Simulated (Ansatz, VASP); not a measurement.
BP: VASP beside Ansatz

Contents of INCAR:

```
PREC = Accurate
ENCUT = 500
EDIFF = 1E-6
ISMEAR = 0
SIGMA = 0.05
LREAL = F
LASPH = T
NELM = 120
ALGO = Normal
ISIF = 2
LWAVE = F
LCHARG = F
GGA = PE
NBANDS = 11
GGA_COMPAT = F
```

KPOINTS

```
Automatic mesh
0
Gamma
  8 8 8
```

The input POSCAR:

```
BP
1.0
    0.0000000000      2.3370700000      2.2690000000
    2.3370700000      0.0000000000      2.2690000000
    2.3370700000      2.3370700000      0.0000000000
B P
1 1
Direct
    0.0000000000      0.0000000000      0.0000000000
    0.2500000000      0.2500000000      0.2500000000
```

Input for Ansatz:

```yaml
crystal:
  lattice:
    - [0.0, 2.33707, 2.269]
    - [2.33707, 0.0, 2.269]
    - [2.33707, 2.33707, 0.0]
  atoms:
    - { symbol: B, position: [0.0, 0.0, 0.0] }
    - { symbol: P, position: [0.25, 0.25, 0.25] }
basis:
  ecutwfc: 557.833418042754
kpoints:
  mp_grid:
    grid: [8, 8, 8]
hamiltonian:
  xc: pbe
scf:
  occupations:
    method: gaussian
    width: 0.05
output:
  stress: true
```

Alike in both runs: task single point; functional PBE; k mesh 8 × 8 × 8; occupations gaussian, width 0.05 eV; no spin polarisation.

```csv
,VASP,Ansatz
version,VASP 6.6.1,Ansatz 0.2.0
potentials or method,"VASP PAW PBE potentials, release 64 (B, P), cutoff 500 eV","plane waves, PAW"
valence electrons in the cell,8,8
```

|  | VASP | Ansatz | Ansatz less VASP |
| --- | --- | --- | --- |
| pressure (GPa) | -7.8 | -7.7 | +0.17 |
| traceless stress, the component that is largest in VASP (GPa) | 4.82 | 4.81 | -0.006 |
